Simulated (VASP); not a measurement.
# In15GaO24 (R-3) in VASP: single point with LDA

Aim: the single point of In15GaO24 with LDA.

Program: VASP 6.6.1. These are calculated values, not measurements. Logs are shortened: lines on timing, memory, paths and dates and some standing lists are left out, and cuts for length are marked.

## 1. The cell of the first run

Symmetry: R-3, No. 148, trigonal system. Conventional cell: a = 14.133 Å, b = 14.133 Å, c = 8.689 Å, α = 90.00°, β = 90.00°, γ = 120.00°. Within 2.7 Å of Ga (site symmetry -3) lie 6 O at 2.01 Å. In (site symmetry -1) has 6 O at 2.14 to 2.17 Å within 2.8 Å. In (site symmetry 1) has 6 O at 2.10 to 2.21 Å within 2.8 Å. Within 2.8 Å of In (site symmetry 1) lie 6 O at 2.10 to 2.21 Å. O (site symmetry 1) has 1 Ga at 2.01 Å and 3 In at 2.12 to 2.21 Å and 2 O at 2.66 Å within 2.7 Å. O (site symmetry 1) has 4 In at 2.10 to 2.21 Å and 4 O at 2.76 to 2.80 Å within 2.8 Å. Within 3.0 Å of O (site symmetry 1) lie 4 In at 2.13 to 2.19 Å and 5 O at 2.76 to 2.90 Å. O (site symmetry 1) has 4 In at 2.10 to 2.19 Å and 5 O at 2.76 to 2.90 Å within 3.0 Å.

## 2. Single point, LDA

The input, INCAR:

```
ALGO     = Normal         # electronic algorithm
EDIFF    = 1E-7           # SCF threshold, eV
ENCUT    = 520            # plane-wave cutoff, eV
GGA      = CA             # functional
ISIF     = 2              # what is computed and relaxed
ISMEAR   = 0              # smearing method
LASPH    = T              # aspherical terms in the spheres
LCHARG   = T              # write CHGCAR
LELF     = T              # ELF
LREAL    = Auto         
LVHAR    = T            
LWAVE    = F              # write WAVECAR
NBANDS   = 202            # bands
NELM     = 80             # most SCF steps
PREC     = Accurate       # precision mode
SIGMA    = 0.01           # smearing width, eV
```

The input, KPOINTS:

```
k-points
0
Gamma
  2 2 2
```

The input, POSCAR:

```
In15GaO24
1.0
   -4.9900153629      5.0032753092      5.0032753092
    5.0032753092     -4.9900153629      5.0032753092
    5.0032753092      5.0032753092     -4.9900153629
Ga In O
1 15 24
Direct
    0.5000000000      0.5000000000      0.5000000000
    0.5000000000      0.0000000000      0.0000000000
    0.0000000000      0.5000000000      0.0000000000
    0.0000000000      0.0000000000      0.5000000000
    0.2561218542      0.7159657787      0.4662864369
    0.7476855920      0.7813675466      0.0294500366
    0.4662864369      0.2561218542      0.7159657787
    0.0294500366      0.7476855920      0.7813675466
    0.7159657787      0.4662864369      0.2561218542
    0.7813675466      0.0294500366      0.7476855920
    0.7438781458      0.2840342213      0.5337135631
    0.2523144080      0.2186324534      0.9705499634
    0.5337135631      0.7438781458      0.2840342213
    0.9705499634      0.2523144080      0.2186324534
    0.2840342213      0.5337135631      0.7438781458
    0.2186324534      0.9705499634      0.2523144080
    0.5411014864      0.7580793077      0.5465895737
    0.7281706809      0.9945055137      0.9571241670
    0.9663931362      0.5097255807      0.2404867375
    0.7715208439      0.7249085909      0.2629912022
    0.5465895737      0.5411014864      0.7580793077
    0.9571241670      0.7281706809      0.9945055137
    0.2404867375      0.9663931362      0.5097255807
    0.2629912022      0.7715208439      0.7249085909
    0.7580793077      0.5465895737      0.5411014864
    0.9945055137      0.9571241670      0.7281706809
    0.5097255807      0.2404867375      0.9663931362
    0.7249085909      0.2629912022      0.7715208439
    0.4588985136      0.2419206923      0.4534104263
    0.2718293191      0.0054944863      0.0428758330
    0.0336068638      0.4902744193      0.7595132625
    0.2284791561      0.2750914091      0.7370087978
    0.4534104263      0.4588985136      0.2419206923
    0.0428758330      0.2718293191      0.0054944863
    0.7595132625      0.0336068638      0.4902744193
    0.7370087978      0.2284791561      0.2750914091
    0.2419206923      0.4534104263      0.4588985136
    0.0054944863      0.0428758330      0.2718293191
    0.4902744193      0.7595132625      0.0336068638
    0.2750914091      0.7370087978      0.2284791561
```

Potentials or basis: VASP PAW LDA potentials, release 64 (Ga_d, In_d, O).

The run is started by

```sh
$ cat potpaw_LDA.64/Ga_d/POTCAR potpaw_LDA.64/In_d/POTCAR potpaw_LDA.64/O/POTCAR > POTCAR
$ mpirun -np 1 vasp_std > vasp.out
```

OUTCAR:

```text
EDIFF = 1E-7
   ENCUT = 520
   GGA = CA
   ISIF = 2
   ISMEAR = 0
   LASPH = T
   LREAL = Auto
   NELM = 80
   PREC = Accurate

 ion  position               nearest neighbor table
   1  0.500  0.500  0.500-  17 2.01  21 2.01  25 2.01  29 2.01  33 2.01  37 2.01   5 3.26   7 3.26
                             9 3.26  11 3.26  13 3.26  15 3.26
   2  0.500  0.000  0.000-  18 2.14  30 2.14  24 2.17  36 2.17  27 2.17  39 2.17   6 3.30  12 3.30
                             9 3.32  15 3.32  14 3.34   8 3.34  10 3.78  16 3.78  11 3.79   5 3.79
   3  0.000  0.500  0.000-  22 2.14  34 2.14  28 2.17  40 2.17  19 2.17  31 2.17   8 3.30  14 3.30
                            11 3.32   5 3.32  10 3.34  16 3.34   6 3.78  12 3.78  13 3.79   7 3.79
   4  0.000  0.000  0.500-  26 2.14  38 2.14  32 2.17  20 2.17  35 2.17  23 2.17  10 3.30  16 3.30
                            13 3.32   7 3.32   6 3.34  12 3.34  14 3.78   8 3.78  15 3.79   9 3.79
   5  0.256  0.716  0.466-  24 2.10  23 2.13  19 2.18  40 2.18  17 2.19  37 2.21   1 3.26  13 3.27
                            15 3.27  14 3.32   3 3.32  16 3.34  10 3.75   2 3.79   4 3.82   8 3.85
   6  0.748  0.781  0.029-  22 2.10  21 2.12  18 2.18  39 2.19  20 2.19  38 2.21   2 3.30  15 3.32
                             4 3.34  13 3.34  14 3.36  16 3.36   7 3.75  10 3.77   8 3.77   3 3.78
   7  0.466  0.256  0.716-  28 2.10  27 2.13  23 2.18  32 2.18  21 2.19  29 2.21   1 3.26  11 3.27
                            15 3.27  16 3.32   4 3.32  12 3.34   6 3.75   3 3.79   2 3.82  10 3.85
   8  0.029  0.748  0.781-  26 2.10  25 2.12  22 2.18  31 2.19  24 2.19  30 2.21   3 3.30  11 3.32
                             2 3.34  15 3.34  12 3.36  16 3.36   9 3.75  10 3.77   6 3.77   4 3.78
   9  0.716  0.466  0.256-  20 2.10  19 2.13  27 2.18  36 2.18  25 2.19  33 2.21   1 3.26  11 3.27
                            13 3.27  12 3.32   2 3.32  14 3.34   8 3.75   4 3.79   3 3.82   6 3.85
  10  0.781  0.029  0.748-  18 2.10  17 2.12  26 2.18  35 2.19  28 2.19  34 2.21   4 3.30  13 3.32
[... 35 lines left out ...]
  39  0.490  0.760  0.034-  13 2.13   2 2.17  15 2.18   6 2.19
  40  0.275  0.737  0.228-  13 2.10   3 2.17   5 2.18  16 2.19

  LATTYP: Found a trigonal (rhomboedric) cell.
 ALAT       =     8.6582781753
 COS(alpha) =    -0.3321525792

  Lattice vectors:

 A1 = (  -4.9900153629,   5.0032753092,   5.0032753092)
 A2 = (   5.0032753092,  -4.9900153629,   5.0032753092)
 A3 = (   5.0032753092,   5.0032753092,  -4.9900153629)

Analysis of symmetry for initial positions (statically):
=====================================================================
 Subroutine PRICEL returns:
 Original cell was already a primitive cell.

 Routine SETGRP: Setting up the symmetry group for a
 trigonal (rhombohedral) supercell.

 Subroutine GETGRP returns: Found  6 space group operations
 (whereof  6 operations were pure point group operations)
 out of a pool of 12 trial point group operations.

The static configuration has the point symmetry S_6 .

Analysis of symmetry for dynamics (positions and initial velocities):
=====================================================================
 Subroutine PRICEL returns:
 Original cell was already a primitive cell.

 Routine SETGRP: Setting up the symmetry group for a
 trigonal (rhombohedral) supercell.

 Subroutine GETGRP returns: Found  6 space group operations
 (whereof  6 operations were pure point group operations)
 out of a pool of 12 trial point group operations.

The dynamic configuration has the point symmetry S_6 .

 Subroutine INISYM returns: Found  6 space group operations
 (whereof  6 operations are pure point group operations),
 and found     1 'primitive' translations

----------------------------------------------------------------------------------------

                                     Primitive cell

  volume of cell :     500.9806

  direct lattice vectors                    reciprocal lattice vectors
    -4.990015363  5.003275309  5.003275309    -0.000264502  0.099802636  0.099802636
     5.003275309 -4.990015363  5.003275309     0.099802636 -0.000264502  0.099802636
     5.003275309  5.003275309 -4.990015363     0.099802636  0.099802636 -0.000264502

  length of vectors
     8.658278175  8.658278175  8.658278175     0.141142489  0.141142489  0.141142489

  position of ions in fractional coordinates (direct lattice)
     0.500000000  0.500000000  0.500000000
     0.500000000  0.000000000  1.000000000
     0.000000000  0.500000000  1.000000000
     0.000000000  0.000000000  0.500000000
     0.256121854  0.715965779  0.466286437
     0.747685592  0.781367547  0.029450037
[... 32 lines left out ...]
     0.490274419  0.759513263  0.033606864
     0.275091409  0.737008798  0.228479156

  ion indices of the primitive-cell ions
   primitive index   ion index
                 1           1
                 2           2
                 3           3
                 4           4
                 5           5
                 6           6
[... 32 lines left out ...]
                39          39
                40          40

----------------------------------------------------------------------------------------

 KPOINTS: k-points

Automatic generation of k-mesh.
 Grid dimensions read from file:
 generate k-points for:    2    2    2

 Generating k-lattice:

  Cartesian coordinates                     Fractional coordinates (reciprocal lattice)
    -0.000132251  0.049901318  0.049901318     0.500000000  0.000000000  0.000000000
     0.049901318 -0.000132251  0.049901318     0.000000000  0.500000000  0.000000000
     0.049901318  0.049901318 -0.000132251    -0.000000000 -0.000000000  0.500000000

  Length of vectors
     0.070571245  0.070571245  0.070571245

  Shift w.r.t. Gamma in fractional coordinates (k-lattice)
     0.000000000  0.000000000  0.000000000

 Subroutine IBZKPT returns following result:
 ===========================================

 Found      4 irreducible k-points:

 Following reciprocal coordinates:
            Coordinates               Weight
  0.000000  0.000000  0.000000      1.000000
  0.500000  0.000000  0.000000      3.000000
  0.500000  0.500000  0.000000      3.000000
  0.500000  0.500000  0.500000      1.000000
   k-points           NKPTS =      4   k-points in BZ     NKDIM =      4   number of bands    NBANDS=    202
   number of dos      NEDOS =    301   number of ions     NIONS =     40
   total plane-waves  NPLWV = 262144
   dimension x,y,z NGX =    64 NGY =   64 NGZ =   64
   dimension x,y,z NGXF=   128 NGYF=  128 NGZF=  128
   ions per type =               1  15  24
   NGX,Y,Z   is equivalent  to a cutoff of  12.29, 12.29, 12.29 a.u.
   NGXF,Y,Z  is equivalent  to a cutoff of  24.58, 24.58, 24.58 a.u.
 SYSTEM =  unknown system
   PREC   = accura    normal or accurate (medium, high low for compatibility)
   ISTART =      0    job   : 0-new  1-cont  2-samecut
   ICHARG =      2    charge: 1-file 2-atom 10-const
   ISPIN  =      1    spin polarized calculation?
   LNONCOLLINEAR =      F non collinear calculations
   LSORBIT =      F    spin-orbit coupling
   LASPH  =      T    aspherical Exc in radial PAW
   ENCUT  =  520.0 eV  38.22 Ry    6.18 a.u.  16.10 16.10 16.10*2*pi/ulx,y,z
   NELM   =     80;   NELMIN=  2; NELMDL= -5     # of ELM steps
   EDIFF  = 0.1E-06   stopping-criterion for ELM
   LREAL  =      T    real-space projection
   EDIFFG = 0.1E-05   stopping-criterion for IOM
   NSW    =      0    number of steps for IOM
   IBRION =     -1    ionic relax: 0-MD 1-quasi-New 2-CG
   NFREE  =      0    steps in history (QN), initial steepest desc. (CG)
   ISIF   =      2    stress and relaxation
   ISYM   =      2    0-nonsym 1-usesym 2-fastsym
   POTIM  = 0.5000    time-step for ionic-motion
   TEBEG  =    0.0;   TEEND  =   0.0 temperature during run
   PSTRESS=    0.0 pullay stress
   NELECT =     352.0000    total number of electrons
   NUPDOWN=      -1.0000    fix difference up-down
   EMIN   =  10.00;   EMAX   =-10.00  energy-range for DOS
   EFERMI =   0.00;   METHOD = LEGACY
   ISMEAR =     0;   SIGMA  =   0.01  broadening in eV -4-tet -1-fermi 0-gaus
   EFERMI_NEDOS =   21; number of points for ismear=-14 and -15
   IALGO  =     38    algorithm
   IMIX   =      4    mixing-type and parameters
     AMIX     =   0.40;   BMIX     =  1.00
     AMIX_MAG =   1.60;   BMIX_MAG =  1.00
  volume/ion in A,a.u.               =      12.52        84.52
  Fermi-wavevector in a.u.,A,eV,Ry     =   1.455399  2.750305 28.819675  2.118186
  Thomas-Fermi vector in A             =   2.572438
   LORBIT       =      0    0 simple, 1 ext, 2 COOP (PROOUT), +10 PAW based schemes
   GGA     = CA    functional components
   LHFCALC =     F    Hartree Fock is set to
   AEXX    =    0.0000 exact exchange contribution
   IVDW    =     0    specifies the selected vdW correction
   LEPSILON=     F    determine dielectric tensor
   LRPA    =     F    only Hartree local field effects (RPA)
 non-spin polarized calculation
 Gauss-broadening in eV      SIGMA  =   0.01
  energy-cutoff  :      520.00
  volume of cell :      500.98
 maximum number of plane-waves:     13540
   NGX = 33   NGY = 33   NGZ = 33

 number of electron     352.0000002 magnetization

 Free energy of the ion-electron system (eV)
  ---------------------------------------------------
  ext. energy  EPLUGINS =         0.00000000
  ---------------------------------------------------
  free energy    TOTEN  =      -256.38773197 eV

  energy without entropy =     -256.38773197  energy(sigma->0) =     -256.38773197

 E-fermi :   5.4851     XC(G=0): -11.7034

 val. band max:        5.4017327920   @ k =   0.0000   0.0000   0.0000
 cond. band min:       6.6345570322   @ k =   0.0000   0.0000   0.0000
 fundamental gap:      1.2328242403
 Fermi energy:         5.4851414887

 k-point     1 :       0.0000    0.0000    0.0000
  band No.  band energies     occupation
      1     -12.4204      2.00000
      2     -11.7511      2.00000
      3     -11.7081      2.00000
      4     -11.7081      2.00000
      5     -11.6264      2.00000
      6     -11.6133      2.00000
[... 753 lines left out ...]
    187      11.5498      0.00000
    188      12.0514      0.00000
 [bands above 188 left out]

------------------------ aborting loop because EDIFF is reached ----------------------------------------

  FORCE on cell =-STRESS in cart. coord.  units (eV):
  Direction    XX          YY          ZZ          XY          YZ          ZX
  --------------------------------------------------------------------------------------
  -------------------------------------------------------------------------------------
  Total        2.5197934      2.5197934      2.5197934     -0.0329139     -0.0329139     -0.0329139
  in kB        8.0585075      8.0585075      8.0585075     -0.1052613     -0.1052613     -0.1052613
  external PRESSURE =       8.0585075 kB  Pullay stress =       0.0000000 kB

 VOLUME and BASIS-vectors are now :
 -----------------------------------------------------------------------------
  energy-cutoff  :      520.00
  volume of cell :      500.98
      direct lattice vectors                 reciprocal lattice vectors
    -4.990015363  5.003275309  5.003275309    -0.000264502  0.099802636  0.099802636
     5.003275309 -4.990015363  5.003275309     0.099802636 -0.000264502  0.099802636
     5.003275309  5.003275309 -4.990015363     0.099802636  0.099802636 -0.000264502

 POSITION                                       TOTAL-FORCE (eV/Angst)
 -----------------------------------------------------------------------------------
      2.50827      2.50827      2.50827         0.000000      0.000000     -0.000000
     -2.49501      2.50164      2.50164         0.000000      0.000000     -0.000000
      2.50164     -2.49501      2.50164         0.000000      0.000000     -0.000000
      2.50164      2.50164     -2.49501         0.000000      0.000000     -0.000000
      4.63708      0.04173      2.53685        -0.001631     -0.005823     -0.000466
      0.32578     -0.01081      7.50332         0.003456     -0.024486      0.001341
[... 32 lines left out ...]
      1.52172     -1.16886      6.08533         0.007282     -0.004427     -0.015866
      3.45789     -1.15818      3.92370        -0.006247     -0.009525      0.010464
 -----------------------------------------------------------------------------------
    total drift:                                0.000000     -0.000000      0.000000

  FREE ENERGIE OF THE ION-ELECTRON SYSTEM (eV)
  ---------------------------------------------------
  free  energy   TOTEN  =      -256.3877319716 eV

  energy  without entropy=     -256.3877319716  energy(sigma->0) =     -256.38773197
```

Wall time 19 min (1 thread of AMD EPYC 7R43 (Zen 3), shared host); peak memory 0.53 GiB.

What came out:

* Free energy: -256.3877 eV
* Pressure: 0.8 GPa
* Largest force: 0.027 eV/Å
* Band gap on the k mesh: 1.23 eV

Forces on the atoms (eV/Å):
```
Ga   0.000  0.000  0.000
In   0.000  0.000  0.000
In   0.000  0.000  0.000
In   0.000  0.000  0.000
In  -0.002 -0.006  0.000
In   0.003 -0.024  0.001
In   0.000 -0.002 -0.006
In   0.001  0.003 -0.024
In  -0.006  0.000 -0.002
In  -0.024  0.001  0.003
In   0.002  0.006  0.000
In  -0.003  0.024 -0.001
In   0.000  0.002  0.006
In  -0.001 -0.003  0.024
In   0.006  0.000  0.002
In   0.024 -0.001 -0.003
O    0.025 -0.003  0.009
O   -0.009 -0.005 -0.004
O    0.016 -0.007  0.004
O   -0.010  0.006  0.010
O    0.009  0.025 -0.003
O   -0.004 -0.009 -0.005
O    0.004  0.016 -0.007
O    0.010 -0.010  0.006
O   -0.003  0.009  0.025
O   -0.005 -0.004 -0.009
O   -0.007  0.004  0.016
O    0.006  0.010 -0.010
O   -0.025  0.003 -0.009
O    0.009  0.005  0.004
O   -0.016  0.007 -0.004
O    0.010 -0.006 -0.010
O   -0.009 -0.025  0.003
O    0.004  0.009  0.005
O   -0.004 -0.016  0.007
O   -0.010  0.010 -0.006
O    0.003 -0.009 -0.025
O    0.005  0.004  0.009
O    0.007 -0.004 -0.016
O   -0.006 -0.010  0.010
```

Levels at points of the mesh, in eV from the valence-band top:
| k point | band 174 | band 175 | band 176 | band 177 | band 178 | band 179 |
| --- | --- | --- | --- | --- | --- | --- |
| (0.00, 0.00, 0.00) | -0.02 | 0.00 | 0.00 | 1.23 | 5.47 | 5.47 |
| (0.50, 0.00, 0.00) | -0.14 | -0.03 | -0.02 | 3.29 | 3.32 | 4.98 |
| (0.50, 0.50, 0.00) | -0.13 | -0.06 | -0.04 | 3.29 | 3.33 | 4.99 |
| (0.50, 0.50, 0.50) | -0.19 | -0.19 | -0.12 | 4.13 | 4.13 | 4.17 |

Caveat: the k points lie up to 0.44 Å⁻¹ apart; spin-orbit coupling is left out, which moves the levels of the heavy elements.
